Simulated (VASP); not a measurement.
# InO5 (P-62m) in VASP: further runs

InO5 is run at these levels: PBE; tasks: single point.

Everything below comes from runs of VASP 6.6.1. Logs are shortened: lines on timing, memory, paths and dates and some standing lists are left out, and cuts for length are marked.

## Step 1: The cell of the first run

The structure is hexagonal, space group P-62m (No. 189). Conventional cell: a = 5.071 Å, b = 5.071 Å, c = 3.266 Å, α = 90.00°, β = 90.00°, γ = 120.00°. In (site symmetry -62m) has 6 O at 2.21 Å within 2.9 Å. O (site symmetry m2m) has 2 In at 2.21 Å and 6 O at 2.43 to 2.57 Å within 2.9 Å. O (site symmetry -6) has 9 O at 2.43 to 2.93 Å and 3 In at 2.93 Å within 3.2 Å.

## Step 2: Single point, PBE, collinear spin, ferromagnetic start

The input, INCAR:

```
PREC = Accurate
ENCUT = 520
EDIFF = 1E-7
ISMEAR = 0
SIGMA = 0.1
LREAL = False
LASPH = True
NELM = 150
ALGO = Normal
ISIF = 2
LWAVE = False
LCHARG = False
ISPIN = 2
MAGMOM = 0 1 1 1 1 1
LORBIT = 11
GGA = PE
NBANDS = 34
```

The input, KPOINTS:

```
regular mesh
0
Gamma
  6 6 4
```

The input, POSCAR:

```
InO5
1.0
    5.0712808315      0.0000000031      0.0000000000
   -2.5356404185      4.3918580283      0.0000000000
    0.0000000000      0.0000000000      3.2662020603
In O
1 5
Direct
    0.0000000000      0.0000000000      0.0000000000
    0.2930339766      0.0000000000      0.5000000000
    0.7069660234      0.7069660234      0.5000000000
    0.0000000000      0.2930339766      0.5000000000
    0.3333333333      0.6666666667      0.0000000000
    0.6666666667      0.3333333333      0.0000000000
```

Potentials or basis: VASP PAW PBE potentials, release 64 (In_d, O).

Started as:

```console
> cat potpaw_PBE.64/In_d/POTCAR potpaw_PBE.64/O/POTCAR > POTCAR
> mpirun -np 1 vasp_std > vasp.out
```

OUTCAR:

```text
PREC = Accurate
   ENCUT = 520
   EDIFF = 1E-7
   ISMEAR = 0
   LREAL = False
   LASPH = True
   NELM = 150
   ISIF = 2
   ISPIN = 2
   LORBIT = 11
   GGA = PE

 ion  position               nearest neighbor table
   1  0.000  0.000  0.000-   2 2.21   2 2.21   3 2.21   3 2.21   4 2.21   4 2.21   6 2.93   5 2.93
                             6 2.93   5 2.93   6 2.93   5 2.93
   2  0.293  0.000  0.500-   1 2.21   1 2.21
   3  0.707  0.707  0.500-   1 2.21   1 2.21
   4  0.000  0.293  0.500-   1 2.21   1 2.21
   5  0.333  0.667  0.000-   1 2.93   1 2.93   1 2.93
   6  0.667  0.333  0.000-   1 2.93   1 2.93   1 2.93

  LATTYP: Found a hexagonal cell.
 ALAT       =     5.0712808315
 C/A-ratio  =     0.6440586055

  Lattice vectors:

 A1 = (   5.0712808315,   0.0000000031,   0.0000000000)
 A2 = (  -2.5356404185,   4.3918580283,   0.0000000000)
 A3 = (   0.0000000000,   0.0000000000,   3.2662020603)

Analysis of symmetry for initial positions (statically):
=====================================================================
 Subroutine PRICEL returns:
 Original cell was already a primitive cell.

 Routine SETGRP: Setting up the symmetry group for a
 hexagonal supercell.

 Subroutine GETGRP returns: Found 12 space group operations
 (whereof 12 operations were pure point group operations)
 out of a pool of 24 trial point group operations.

The static configuration has the point symmetry D_3h.

Analysis of symmetry for dynamics (positions and initial velocities):
=====================================================================
 Subroutine PRICEL returns:
 Original cell was already a primitive cell.

 Routine SETGRP: Setting up the symmetry group for a
 hexagonal supercell.

 Subroutine GETGRP returns: Found 12 space group operations
 (whereof 12 operations were pure point group operations)
 out of a pool of 24 trial point group operations.

The dynamic configuration has the point symmetry D_3h.

Analysis of structural, dynamic, and magnetic symmetry:
=====================================================================
 Subroutine PRICEL returns:
 Original cell was already a primitive cell.

 Routine SETGRP: Setting up the symmetry group for a
 hexagonal supercell.

 Subroutine GETGRP returns: Found 12 space group operations
 (whereof 12 operations were pure point group operations)
 out of a pool of 24 trial point group operations.

The overall configuration has the point symmetry D_3h.

 Subroutine INISYM returns: Found 12 space group operations
 (whereof 12 operations are pure point group operations),
 and found     1 'primitive' translations

----------------------------------------------------------------------------------------

                                     Primitive cell

  volume of cell :      72.7460

  direct lattice vectors                    reciprocal lattice vectors
     5.071280832  0.000000003  0.000000000     0.197188843  0.113847032  0.000000000
    -2.535640418  4.391858028  0.000000000    -0.000000000  0.227694063  0.000000000
     0.000000000  0.000000000  3.266202060     0.000000000  0.000000000  0.306165994

  length of vectors
     5.071280832  5.071280832  3.266202060     0.227694063  0.227694063  0.306165994

  position of ions in fractional coordinates (direct lattice)
     0.000000000  0.000000000  0.000000000
     0.293033977  0.000000000  0.500000000
     0.706966023  0.706966023  0.500000000
     0.000000000  0.293033977  0.500000000
     0.333333333  0.666666667  0.000000000
     0.666666667  0.333333333  0.000000000

  ion indices of the primitive-cell ions
   primitive index   ion index
                 1           1
                 2           2
                 3           3
                 4           4
                 5           5
                 6           6

----------------------------------------------------------------------------------------

 KPOINTS: regular mesh

[... 25 lines left out ...]
  0.166667  0.000000  0.000000      6.000000
  0.333333  0.000000  0.000000      6.000000
  0.500000  0.000000  0.000000      3.000000
  0.166667  0.166667  0.000000      6.000000
  0.333333  0.166667  0.000000     12.000000
[... 13 lines left out ...]
  0.333333  0.166667  0.500000     12.000000
  0.333333  0.333333  0.500000      2.000000
   k-points           NKPTS =     21   k-points in BZ     NKDIM =     21   number of bands    NBANDS=     34
   number of dos      NEDOS =    301   number of ions     NIONS =      6
   total plane-waves  NPLWV =  38400
   dimension x,y,z NGX =    40 NGY =   40 NGZ =   24
   dimension x,y,z NGXF=    80 NGYF=   80 NGZF=   48
   ions per type =               1   5
   NGX,Y,Z   is equivalent  to a cutoff of  13.11, 13.11, 12.22 a.u.
   NGXF,Y,Z  is equivalent  to a cutoff of  26.23, 26.23, 24.43 a.u.
 SYSTEM =  unknown system
   PREC   = accura    normal or accurate (medium, high low for compatibility)
   ISTART =      0    job   : 0-new  1-cont  2-samecut
   ICHARG =      2    charge: 1-file 2-atom 10-const
   ISPIN  =      2    spin polarized calculation?
   LNONCOLLINEAR =      F non collinear calculations
   LSORBIT =      F    spin-orbit coupling
   LASPH  =      T    aspherical Exc in radial PAW
   ENCUT  =  520.0 eV  38.22 Ry    6.18 a.u.   9.43  9.43  6.07*2*pi/ulx,y,z
   NELM   =    150;   NELMIN=  2; NELMDL= -5     # of ELM steps
   EDIFF  = 0.1E-06   stopping-criterion for ELM
   LREAL  =      F    real-space projection
   EDIFFG = 0.1E-05   stopping-criterion for IOM
   NSW    =      0    number of steps for IOM
   IBRION =     -1    ionic relax: 0-MD 1-quasi-New 2-CG
   NFREE  =      0    steps in history (QN), initial steepest desc. (CG)
   ISIF   =      2    stress and relaxation
   ISYM   =      2    0-nonsym 1-usesym 2-fastsym
   POTIM  = 0.5000    time-step for ionic-motion
   TEBEG  =    0.0;   TEEND  =   0.0 temperature during run
   PSTRESS=    0.0 pullay stress
   NELECT =      43.0000    total number of electrons
   NUPDOWN=      -1.0000    fix difference up-down
   EMIN   =  10.00;   EMAX   =-10.00  energy-range for DOS
   EFERMI =   0.00;   METHOD = LEGACY
   ISMEAR =     0;   SIGMA  =   0.10  broadening in eV -4-tet -1-fermi 0-gaus
   EFERMI_NEDOS =   21; number of points for ismear=-14 and -15
   IALGO  =     38    algorithm
   IMIX   =      4    mixing-type and parameters
     AMIX     =   0.40;   BMIX     =  1.00
     AMIX_MAG =   1.60;   BMIX_MAG =  1.00
  volume/ion in A,a.u.               =      12.12        81.82
  Fermi-wavevector in a.u.,A,eV,Ry     =   1.373920  2.596332 25.683106  1.887655
  Thomas-Fermi vector in A             =   2.499393
   LORBIT       =     11    0 simple, 1 ext, 2 COOP (PROOUT), +10 PAW based schemes
   GGA     = PE    functional components
   LHFCALC =     F    Hartree Fock is set to
   AEXX    =    0.0000 exact exchange contribution
   IVDW    =     0    specifies the selected vdW correction
   LEPSILON=     F    determine dielectric tensor
   LRPA    =     F    only Hartree local field effects (RPA)
 spin polarized calculation
 Gauss-broadening in eV      SIGMA  =   0.10
  energy-cutoff  :      520.00
  volume of cell :       72.75
 maximum number of plane-waves:      1981
 NGX is ok and might be reduce to    40
   NGX = 19   NGY = 19   NGZ = 13

 number of electron      42.9999984 magnetization       6.9997486

 Free energy of the ion-electron system (eV)
  ---------------------------------------------------
  ext. energy  EPLUGINS =         0.00000000
  ---------------------------------------------------
  free energy    TOTEN  =       -22.24946422 eV

  energy without entropy =      -22.23260896  energy(sigma->0) =      -22.24103659

 E-fermi :   1.8046     XC(G=0): -10.4351

 val. band max:        1.7890355963   @ k =   0.3333   0.1667   0.0000
 cond. band min:       1.8048448232   @ k =   0.1667   0.0000   0.2500
 fundamental gap:      0.0158092268
 Fermi energy:         1.8046225011

 spin component 1

 k-point     1 :       0.0000    0.0000    0.0000
  band No.  band energies     occupation
      1     -17.4733      1.00000
      2     -15.8756      1.00000
      3     -15.4253      1.00000
      4     -15.4253      1.00000
      5     -15.3039      1.00000
      6     -10.9994      1.00000
[... 745 lines left out ...]
     32      16.6976      0.00000
     33      18.3884      0.00000
 Fermi energy:         1.8046225011

 spin component 2

 k-point     1 :       0.0000    0.0000    0.0000
  band No.  band energies     occupation
      1     -15.5527      1.00000
      2     -13.6559      1.00000
      3     -13.6559      1.00000
      4     -12.7391      1.00000
      5     -12.7209      1.00000
      6     -10.9628      1.00000
[... 745 lines left out ...]
     32      17.4334      0.00000
     33      18.8951      0.00000
 [bands above 33 left out]

------------------------ aborting loop because EDIFF is reached ----------------------------------------

  FORCE on cell =-STRESS in cart. coord.  units (eV):
  Direction    XX          YY          ZZ          XY          YZ          ZX
  --------------------------------------------------------------------------------------
  -------------------------------------------------------------------------------------
  Total        0.1434188      0.1434188      0.0048373     -0.0000000     -0.0000000      0.0000000
  in kB        3.1586937      3.1586937      0.1065381     -0.0000000     -0.0000000      0.0000000
  external PRESSURE =       2.1413085 kB  Pullay stress =       0.0000000 kB

 VOLUME and BASIS-vectors are now :
 -----------------------------------------------------------------------------
  energy-cutoff  :      520.00
  volume of cell :       72.75
      direct lattice vectors                 reciprocal lattice vectors
     5.071280832  0.000000003  0.000000000     0.197188843  0.113847032  0.000000000
    -2.535640418  4.391858028  0.000000000    -0.000000000  0.227694063  0.000000000
     0.000000000  0.000000000  3.266202060     0.000000000  0.000000000  0.306165994

 POSITION                                       TOTAL-FORCE (eV/Angst)
 -----------------------------------------------------------------------------------
      0.00000      0.00000      0.00000         0.000000     -0.000000     -0.000000
      1.48606      0.00000      1.63310         0.040343      0.000000     -0.000000
      1.79261      3.10489      1.63310        -0.020171     -0.034938      0.000000
     -0.74303      1.28696      1.63310        -0.020171      0.034938      0.000000
     -0.00000      2.92791      0.00000         0.000000      0.000000     -0.000000
      2.53564      1.46395      0.00000        -0.000000     -0.000000     -0.000000
 -----------------------------------------------------------------------------------
    total drift:                                0.000000      0.000000     -0.000000

  FREE ENERGIE OF THE ION-ELECTRON SYSTEM (eV)
  ---------------------------------------------------
  free  energy   TOTEN  =       -22.2494642224 eV

  energy  without entropy=      -22.2326089587  energy(sigma->0) =      -22.24103659

 total charge

# of ion       s       p       d       tot
------------------------------------------
    1        0.636   0.575  10.014  11.225
    2        1.613   3.149   0.000   4.762
    3        1.613   3.149   0.000   4.762
    4        1.613   3.149   0.000   4.762
    5        1.634   2.952   0.000   4.586
    6        1.634   2.952   0.000   4.586
--------------------------------------------------
tot          8.742  15.925  10.014  34.681

 magnetization (x)

# of ion       s       p       d       tot
------------------------------------------
    1       -0.046  -0.018   0.032  -0.032
    2        0.015   0.956   0.000   0.971
    3        0.015   0.956   0.000   0.971
    4        0.015   0.956   0.000   0.971
    5        0.017   1.532   0.000   1.549
    6        0.017   1.532   0.000   1.549
--------------------------------------------------
tot          0.035   5.912   0.032   5.980
```

Wall time 2.3 min (1 thread of Intel Xeon 8259CL, shared host); peak memory 0.25 GiB.

Results:

```
Free energy                                           : -22.2495 eV
Pressure                                              : 0.2 GPa
Largest force                                         : 0.040 eV/Å
Band gap on the k mesh                                : zero (filled and empty bands overlap)
Net moment                                            : 7.00 μB per cell
Site moments                                          : In -0.03; O +0.97, +1.55 μB
Valence electrons inside the program's atomic spheres : In 11.22; O 4.76, 4.59
```

Forces in eV/Å, atoms in the order of the input:
```
In   0.000  0.000  0.000
O    0.040  0.000  0.000
O   -0.020 -0.035  0.000
O   -0.020  0.035  0.000
O    0.000  0.000  0.000
O    0.000  0.000  0.000
```

Stress tensor (GPa, compression positive):
```
0.32 0.00 0.00
0.00 0.32 0.00
0.00 0.00 0.01
```

Caveat: the k points lie up to 0.48 Å⁻¹ apart; spin-orbit coupling is left out, which moves the levels of the heavy elements.

## Step 3: Single point, PBE, collinear spin, ferromagnetic start

This run uses another cell than the first one, of 13.65 Å³/atom, 1.126 times its volume.

The input, INCAR:

```
  PREC = Accurate
  ENCUT = 520
  EDIFF = 1E-6
  ISMEAR = 0
  SIGMA = 0.1
  LREAL = F
  LASPH = T
  NELM = 150
  ALGO = Normal
  ISIF = 2
  LWAVE = F
  LCHARG = F
  ISPIN = 2
  MAGMOM = 0 1 1 1 1 1
  LORBIT = 11
  GGA = PE
  NBANDS = 34
```

The input, KPOINTS:

```
Automatic mesh
0
Gamma
  6 6 4
```

The input, POSCAR:

```
InO5
1.0
    4.6902419500      0.0000000000      0.0000000000
   -2.3451209800      4.0618686800      0.0000000000
    0.0000000000      0.0000000000      4.3004606200
In O
1 5
Direct
    0.0000000000      0.0000000000      0.0000000000
    0.3130345300      0.0000000000      0.5000000000
    0.6869654700      0.6869654700      0.5000000000
    0.0000000000      0.3130345300      0.5000000000
    0.3333333300      0.6666666700      0.0000000000
    0.6666666700      0.3333333300      0.0000000000
```

Potentials or basis: VASP PAW PBE potentials, release 64 (In_d, O).

Started as:

```console
> cat potpaw_PBE.64/In_d/POTCAR potpaw_PBE.64/O/POTCAR > POTCAR
> mpirun -np 1 vasp_std > vasp.out
```

Wall time 2.8 min (1 thread of Intel Xeon 8259CL, shared host); peak memory 0.27 GiB.

The run converged. Its results:

- Free energy: -20.9513 eV
- Pressure: -15.2 GPa
- Largest force: 0.742 eV/Å
- Band gap on the k mesh: zero (filled and empty bands overlap)
- Net moment: 7.00 μB per cell
- Site moments: In -0.18; O +1.25, +1.18 μB
- Valence electrons inside the program's atomic spheres: In 10.84; O 4.63, 4.64

Forces in eV/Å, atoms in the order of the input:
```
In   0.000  0.000  0.000
O   -0.742  0.000  0.000
O    0.371  0.642  0.000
O    0.371 -0.642  0.000
O    0.000  0.000  0.000
O    0.000  0.000  0.000
```

Stress tensor (GPa, compression positive):
```
-14.75   0.00   0.00
  0.00 -14.75   0.00
  0.00   0.00 -16.12
```

Levels at points of the mesh, in eV from the Fermi level:
Spin up:
| k point | band 22 | band 23 | band 24 | band 25 | band 26 | band 27 | band 28 | band 29 |
| --- | --- | --- | --- | --- | --- | --- | --- | --- |
| (0.00, 0.00, 0.00) | -1.93 | -1.30 | -1.02 | -1.02 | 0.13 | 7.77 | 7.77 | 9.02 |
| (0.50, 0.00, 0.00) | -1.45 | -1.44 | -1.22 | -1.08 | 1.73 | 6.83 | 8.20 | 8.66 |
| (0.00, 0.00, 0.50) | -1.12 | -1.12 | -1.04 | -1.04 | 1.66 | 7.82 | 8.08 | 8.08 |
| (0.50, 0.00, 0.50) | -1.54 | -1.43 | -1.38 | -1.34 | 2.25 | 7.59 | 8.01 | 8.48 |
Spin down:
```
           k point  band 15  band 16  band 17  band 18  band 19  band 20  band 21  band 22
(0.00, 0.00, 0.00)    -0.70    -0.70    -0.19    -0.19     0.08     0.23     0.23     0.58
(0.50, 0.00, 0.00)    -1.29    -0.63    -0.59    -0.47    -0.18     0.63     0.93     0.98
(0.00, 0.00, 0.50)    -0.98    -0.93    -0.93    -0.73    -0.73     0.08     0.97     0.97
(0.50, 0.00, 0.50)    -1.08    -1.02     0.29     0.29     0.33     0.69     0.70     1.10
```

Caveat: the k points lie up to 0.37 Å⁻¹ apart; spin-orbit coupling is left out, which moves the levels of the heavy elements.

## Step 4: Single point, PBE, collinear spin, ferromagnetic start

This run uses another cell than the first one, of 12.26 Å³/atom, 1.011 times its volume.

The input, INCAR:

```
PREC     = Accurate       # precision mode
ENCUT    = 520            # plane-wave cutoff, eV
EDIFF    = 1E-6           # SCF threshold, eV
ISMEAR   = 0              # smearing method
SIGMA    = 0.1            # smearing width, eV
LREAL    = F              # projectors in reciprocal space
LASPH    = T              # aspherical terms in the spheres
NELM     = 150            # most SCF steps
ALGO     = Normal         # electronic algorithm
ISIF     = 2              # what is computed and relaxed
LWAVE    = F              # write WAVECAR
LCHARG   = F              # write CHGCAR
ISPIN    = 2              # spin polarisation
MAGMOM   = 0 1.49 1.49 1.49 1.49 1.49 # initial moments
LORBIT   = 11             # projections on sites
GGA      = PE             # functional
NBANDS   = 34             # bands
```

The input, KPOINTS:

```
Automatic mesh
0
Gamma
  6 6 6
```

The input, POSCAR:

```
InO5
1.0
    5.1399494153      0.0000000000      0.0000000000
   -2.5699747077      4.4513267678      0.0000000000
    0.0000000000      0.0000000000      3.2140419983
In O
1 5
Direct
    0.0000000000      0.0000000000      0.0000000000
    0.2927628664      0.0000000000      0.5000000000
    0.7072371336      0.7072371336      0.5000000000
    0.0000000000      0.2927628664      0.5000000000
    0.3333333333      0.6666666667      0.0000000000
    0.6666666667      0.3333333333      0.0000000000
```

Started as:

```console
> cat potpaw_PBE.64/In_d/POTCAR potpaw_PBE.64/O/POTCAR > POTCAR
> mpirun -np 1 vasp_std > vasp.out
```

Run time: 3.1 min. Hardware: 1 thread of Intel Xeon 8259CL, shared host; peak memory 0.27 GiB.

It converged, with:

| Property | Result |
| --- | --- |
| Free energy | -22.2457 eV |
| Pressure | 0.3 GPa |
| Largest force | 0.049 eV/Å |
| Band gap on the k mesh | zero (filled and empty bands overlap) |
| Net moment | 7.00 μB per cell |
| Site moments | In -0.02; O +0.95, +1.57 μB |
| Valence electrons inside the program's atomic spheres | In 11.24; O 4.77, 4.58 |

Forces on the atoms (eV/Å):
```
In   0.000  0.000  0.000
O    0.049  0.000  0.000
O   -0.025 -0.043  0.000
O   -0.025  0.043  0.000
O    0.000  0.000  0.000
O    0.000  0.000  0.000
```

Levels at points of the mesh, in eV from the Fermi level:
Spin up:
```csv
k point,band 22,band 23,band 24,band 25,band 26,band 27,band 28,band 29
"(0.00, 0.00, 0.00)",-1.43,-1.20,-0.88,-0.88,3.58,8.84,8.84,12.81
"(0.50, 0.00, 0.00)",-1.11,-0.88,-0.73,-0.60,4.46,8.11,9.07,13.36
"(0.00, 0.00, 0.50)",-1.10,-1.09,-1.09,-0.21,5.47,9.72,9.72,10.93
"(0.50, 0.00, 0.50)",-1.34,-1.31,-0.99,-0.45,5.35,9.57,9.58,11.51
```
Spin down:
```
           k point  band 15  band 16  band 17  band 18  band 19  band 20  band 21  band 22
(0.00, 0.00, 0.00)    -0.16    -0.16    -0.07    -0.07     0.47     0.95     1.02     1.02
(0.50, 0.00, 0.00)    -1.16    -0.92    -0.90    -0.40    -0.38     0.12     1.32     1.34
(0.00, 0.00, 0.50)    -1.72    -0.79    -0.79    -0.35    -0.35     0.86     0.92     0.92
(0.50, 0.00, 0.50)    -1.79    -1.72    -0.04     0.50     0.62     0.74     0.77     0.96
```

Caveat: spin-orbit coupling is left out, which moves the levels of the heavy elements.

## Step 5: Summary

| cell | k mesh | gap on the mesh (eV) | pressure (GPa) | moment (μB) | largest force (eV/Å) |
| --- | --- | --- | --- | --- | --- |
| a = 5.071, b = 5.071, c = 3.266 Å, angles 90.0, 90.0, 120.0°, 6 atoms | 6 × 6 × 4 | none | 0.2 | 7.00 | 0.04 |
| a = 4.690, b = 4.690, c = 4.300 Å, angles 90.0, 90.0, 120.0°, 6 atoms | 6 × 6 × 4 | none | -15.2 | 7.00 | 0.74 |
| a = 5.140, b = 5.140, c = 3.214 Å, angles 90.0, 90.0, 120.0°, 6 atoms | 6 × 6 × 6 | none | 0.3 | 7.00 | 0.05 |

Alike in all rows: task single point; level PBE; potentials or basis VASP PAW PBE potentials, release 64 (In_d, O); spin collinear, ferromagnetic start; cutoff (eV) 520; smearing gaussian 0.1 eV.

Caveats: some runs use coarse meshes; spin-orbit coupling is left out, which moves the levels of the heavy elements.

Total energies depend on the potentials used, so only differences within one code and one set of settings carry meaning.
